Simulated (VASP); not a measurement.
# SiC (P1) in VASP: single point with PBEsol

Aim: the single point of SiC with PBEsol.

Everything below comes from runs of VASP 6.6.1. Logs are shortened: lines on timing, memory, paths and dates and some standing lists are left out, and cuts for length are marked.

## (1) The cell of the first run

The typed cell holds 4 atoms: a = 3.077 Å, b = 3.036 Å, c = 5.049 Å, α = 89.36°, β = 88.27°, γ = 118.70°.

## (2) Single point, PBEsol (equal xy, yz and zx shear strains of +3 %)

INCAR

```
SYSTEM = SiC
  PREC = Accurate
  ENCUT = 520
  EDIFF = 1E-6
  ISMEAR = -1
  SIGMA = 0.08
  LREAL = .FALSE.
  LASPH = .TRUE.
  NELM = 60
  ALGO = Normal
  ISIF = 2
  LWAVE = .FALSE.
  LCHARG = .FALSE.
  GGA = PS
  NBANDS = 16
```

KPOINTS

```
Automatic mesh
0
G
  15 15 8
  0 0 0
```

POSCAR

```
SiC
1.0
    3.0759982064      0.0461399731      0.0461399731
   -1.4980407144      2.6408226022      0.0168884023
    0.0757200000      0.0757200000      5.0480000000
Si C
2 2
Direct
    0.3333333333      0.6666666667      0.0000000000
    0.6666666667      0.3333333333      0.5000000000
    0.3333333333      0.6666666667      0.3850000000
    0.6666666667      0.3333333333      0.8850000000
```

Potentials or basis: VASP PAW PBE potentials, release 64 (Si, C).

Started as:

```sh
$ cat potpaw_PBE.64/Si/POTCAR potpaw_PBE.64/C/POTCAR > POTCAR
$ mpirun -np 1 vasp_std > vasp.out
```

OUTCAR:

```text
SYSTEM = SiC
   PREC = Accurate
   ENCUT = 520
   EDIFF = 1E-6
   ISMEAR = -1
   LREAL = .FALSE.
   LASPH = .TRUE.
   NELM = 60
   ISIF = 2
   GGA = PS

 ion  position               nearest neighbor table
   1  0.333  0.667  0.000-   4 1.84   4 1.85   4 1.91   3 1.94   2 3.04   2 3.04   2 3.06   2 3.09
                             2 3.13
   2  0.667  0.333  0.500-   3 1.85   3 1.87   3 1.89   4 1.94   1 3.04   1 3.04   1 3.06   1 3.09
                             1 3.13
   3  0.333  0.667  0.385-   2 1.85   2 1.87   2 1.89   1 1.94
   4  0.667  0.333  0.885-   1 1.84   1 1.85   1 1.91   2 1.94

  LATTYP: Found a triclinic cell.
 ALAT       =     3.1166793713
 B/A-ratio  =     0.9741696453
 C/A-ratio  =     1.6200369273
 COS(alpha) =     0.0112057054
 COS(beta)  =     0.0407400298
 COS(gamma) =     0.5001712246

  Lattice vectors:

 A1 = (   1.5779574920,   2.6869625753,   0.0630283754)
 A2 = (  -1.4980407144,   2.6408226022,   0.0168884023)
 A3 = (   0.0757200000,   0.0757200000,   5.0480000000)

Analysis of symmetry for initial positions (statically):
=====================================================================
 Subroutine PRICEL returns:
 Original cell was already a primitive cell.

 Routine SETGRP: Setting up the symmetry group for a
 triclinic supercell.

 Subroutine GETGRP returns: Found  1 space group operations
 (whereof  1 operations were pure point group operations)
 out of a pool of  2 trial point group operations.

The static configuration has the point symmetry C_1 .

Analysis of symmetry for dynamics (positions and initial velocities):
=====================================================================
 Subroutine PRICEL returns:
 Original cell was already a primitive cell.

 Routine SETGRP: Setting up the symmetry group for a
 triclinic supercell.

 Subroutine GETGRP returns: Found  1 space group operations
 (whereof  1 operations were pure point group operations)
 out of a pool of  2 trial point group operations.

The dynamic configuration has the point symmetry C_1 .

 Subroutine INISYM returns: Found  1 space group operations
 (whereof  1 operations are pure point group operations),
 and found     1 'primitive' translations

----------------------------------------------------------------------------------------

                                     Primitive cell

  volume of cell :      41.3363

[... 91 lines left out ...]
   NELM   =     60;   NELMIN=  2; NELMDL= -5     # of ELM steps
   EDIFF  = 0.1E-05   stopping-criterion for ELM
   LREAL  =      F    real-space projection
   EDIFFG = 0.1E-04   stopping-criterion for IOM
   NSW    =      0    number of steps for IOM
   IBRION =     -1    ionic relax: 0-MD 1-quasi-New 2-CG
   NFREE  =      0    steps in history (QN), initial steepest desc. (CG)
   ISIF   =      2    stress and relaxation
   ISYM   =      2    0-nonsym 1-usesym 2-fastsym
   POTIM  = 0.5000    time-step for ionic-motion
   TEBEG  =    0.0;   TEEND  =   0.0 temperature during run
   PSTRESS=    0.0 pullay stress
   NELECT =      16.0000    total number of electrons
   NUPDOWN=      -1.0000    fix difference up-down
   EMIN   =  10.00;   EMAX   =-10.00  energy-range for DOS
   EFERMI =   0.00;   METHOD = LEGACY
   ISMEAR =    -1;   SIGMA  =   0.08  broadening in eV -4-tet -1-fermi 0-gaus
   EFERMI_NEDOS =   21; number of points for ismear=-14 and -15
   IALGO  =     38    algorithm
   IMIX   =      4    mixing-type and parameters
     AMIX     =   0.40;   BMIX     =  1.00
     AMIX_MAG =   1.60;   BMIX_MAG =  1.00
  volume/ion in A,a.u.               =      10.33        69.74
  Fermi-wavevector in a.u.,A,eV,Ry     =   1.193084  2.254601 19.367193  1.423449
  Thomas-Fermi vector in A             =   2.329106
   LORBIT       =      0    0 simple, 1 ext, 2 COOP (PROOUT), +10 PAW based schemes
   GGA     = PS    functional components
   LHFCALC =     F    Hartree Fock is set to
   AEXX    =    0.0000 exact exchange contribution
   IVDW    =     0    specifies the selected vdW correction
   LEPSILON=     F    determine dielectric tensor
   LRPA    =     F    only Hartree local field effects (RPA)
 non-spin polarized calculation
  energy-cutoff  :      520.00
  volume of cell :       41.34
 maximum number of plane-waves:      1127
   NGX = 11   NGY = 11   NGZ = 19

 number of electron      16.0000000 magnetization

 Free energy of the ion-electron system (eV)
  ---------------------------------------------------
  ext. energy  EPLUGINS =         0.00000000
  ---------------------------------------------------
  free energy    TOTEN  =       -31.71949492 eV

  energy without entropy =      -31.71949489  energy(sigma->0) =      -31.71949490

 E-fermi :   9.4772     XC(G=0): -11.5016

 val. band max:        8.4189048144   @ k =   0.0000   0.0000   0.0000
 cond. band min:      10.5394089097   @ k =   0.3333   0.3333   0.0000
 fundamental gap:      2.1205040952
 Fermi energy:         9.4772248453

 k-point     1 :       0.0000    0.0000    0.0000
  band No.  band energies     occupation
      1      -7.3853      2.00000
      2      -3.8386      2.00000
      3      -0.3960      2.00000
      4       6.7006      2.00000
      5       6.9011      2.00000
      6       7.9541      2.00000
[... 433 lines left out ...]
      3      -0.1067      2.00000
      4       5.2780      2.00000
      5       6.3039      2.00000
      6       7.0246      2.00000
[... 8 lines left out ...]
     15      17.7090      0.00000
     16      18.0412      0.00000

 [... further k-points ...]

------------------------ aborting loop because EDIFF is reached ----------------------------------------

  FORCE on cell =-STRESS in cart. coord.  units (eV):
  Direction    XX          YY          ZZ          XY          YZ          ZX
  --------------------------------------------------------------------------------------
  -------------------------------------------------------------------------------------
  Total        0.6750794      0.6896924     -0.6432342     -1.8916463     -1.2908015     -1.2940605
  in kB       26.1657768     26.7321711    -24.9314696    -73.3193639    -50.0308900    -50.1572081
  external PRESSURE =       9.3221594 kB  Pullay stress =       0.0000000 kB

 VOLUME and BASIS-vectors are now :
 -----------------------------------------------------------------------------
  energy-cutoff  :      520.00
  volume of cell :       41.34
      direct lattice vectors                 reciprocal lattice vectors
     3.075998206  0.046139973  0.046139973     0.322466863  0.182971976 -0.007581583
    -1.498040714  2.640822602  0.016888402    -0.005550104  0.375557014 -0.005550104
     0.075720000  0.075720000  5.048000000    -0.002928859 -0.002928859  0.198186123

 POSITION                                       TOTAL-FORCE (eV/Angst)
 -----------------------------------------------------------------------------------
      0.02664      1.77593      0.02664        -0.425464     -0.144491      0.787391
      1.58918      0.94889      2.56039         0.094522     -0.181501      0.751939
      0.05579      1.80508      1.97012        -0.137411      0.181426     -0.748445
      1.61833      0.97805      4.50387         0.468353      0.144565     -0.790886
 -----------------------------------------------------------------------------------
    total drift:                               -0.000064      0.000102      0.000132

  FREE ENERGIE OF THE ION-ELECTRON SYSTEM (eV)
  ---------------------------------------------------
  free  energy   TOTEN  =       -31.7194949171 eV

  energy  without entropy=      -31.7194948876  energy(sigma->0) =      -31.71949490
```

OSZICAR:

```text
N       E                     dE             d eps       ncg     rms          rms(c)
DAV:   1     0.233678536054E+02    0.23368E+02   -0.71116E+03 28856   0.894E+02
DAV:   2    -0.328515921645E+02   -0.56219E+02   -0.51229E+02 40720   0.157E+02
DAV:   3    -0.353441276075E+02   -0.24925E+01   -0.24826E+01 37920   0.304E+01
DAV:   4    -0.353621996543E+02   -0.18072E-01   -0.18069E-01 35504   0.317E+00
DAV:   5    -0.353623741016E+02   -0.17445E-03   -0.17444E-03 37976   0.295E-01    0.124E+01
DAV:   6    -0.318555639227E+02    0.35068E+01   -0.60182E+00 36760   0.151E+01    0.570E+00
DAV:   7    -0.317516578920E+02    0.10391E+00   -0.10477E+00 41720   0.598E+00    0.242E+00
DAV:   8    -0.317228209513E+02    0.28837E-01   -0.54635E-02 33640   0.143E+00    0.588E-01
DAV:   9    -0.317193443550E+02    0.34766E-02   -0.69515E-03 37512   0.561E-01    0.115E-01
DAV:  10    -0.317194874740E+02   -0.14312E-03   -0.69778E-04 35184   0.158E-01    0.535E-02
DAV:  11    -0.317194951751E+02   -0.77011E-05   -0.33836E-05 37432   0.429E-02    0.123E-02
DAV:  12    -0.317194949171E+02    0.25795E-06   -0.32124E-06 36416   0.119E-02
   1 F= -.31719495E+02 E0= -.31719495E+02  d E =-.295858E-07
```

Run time: 4.8 min. Hardware: 1 thread of Intel Xeon Platinum 8259CL at 2.50GHz (Skylake/Cascade Lake), shared host; peak memory 0.55 GiB.

What came out:

```yaml
Free_energy: -31.7195 eV
Pressure: 0.9 GPa
Largest_force: 0.930 eV/Å
Band_gap_on_the_k_mesh: 2.12 eV (least direct gap 3.84 eV)
```

Forces in eV/Å, atoms in the order of the input:
```
Si  -0.425 -0.144  0.787
Si   0.095 -0.182  0.752
C   -0.137  0.181 -0.748
C    0.468  0.145 -0.791
```

Stress tensor (GPa, compression positive):
```
 2.62 -7.33 -5.02
-7.33  2.67 -5.00
-5.02 -5.00 -2.49
```

Caveat: the cell differs from its parent crystal (equal xy, yz and zx shear strains of +3 %); the stress differs along the axes, from -2 to 3 GPa; the PAW data sets were made with another functional, which shifts forces and pressure a little.
